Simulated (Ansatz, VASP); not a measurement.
## One calculation of CdSb2O2, two programs

```xyz
5
Lattice="5.5871 0.0000 0.0000 -2.7935 4.8386 0.0000 0.0000 0.0000 4.0959" Properties=species:S:1:pos:R:3 pbc="T T T"
Cd    0.0000    0.0000    2.4978
Sb    0.0000    3.2257    2.4937
Sb    2.7935    1.6129    2.4937
O     0.0000    3.2257    0.4470
O     2.7935    1.6129    0.4470
```

Alike in both runs: functional PBE; k mesh 12 × 12 × 10; occupations gaussian, width 0.1 eV; no spin polarisation.

Ansatz relaxed the structure, and its values are those at the end. VASP's run is a single point on that final structure, the one shown.

|  | VASP | Ansatz |
| --- | --- | --- |
| version | VASP 6.6.1 | Ansatz 0.2.0 |
| potentials or method | VASP PAW PBE potentials, release 64 (Cd, Sb, O), cutoff 520 eV | scalar-relativistic, plane waves, PAW |
| valence electrons in the cell | 34 | 62 |

```tsv
	VASP	Ansatz	Ansatz less VASP
gap on the k mesh at the Fermi level (eV)	none	none	-
pressure (GPa)	0.0	0.0	+0.05
rms of the force components (eV/Å)	0.006	0.005	-0.0006
```

A gap of «none» marks a metal or a gap that the smearing closes. The functional is the same, so the differences come from potentials, cutoffs and numerics. VASP's potentials hold 34 valence electrons a cell and Ansatz's 62, so a difference there can come from the potentials and not from the codes.

Spin-orbit coupling is off throughout.
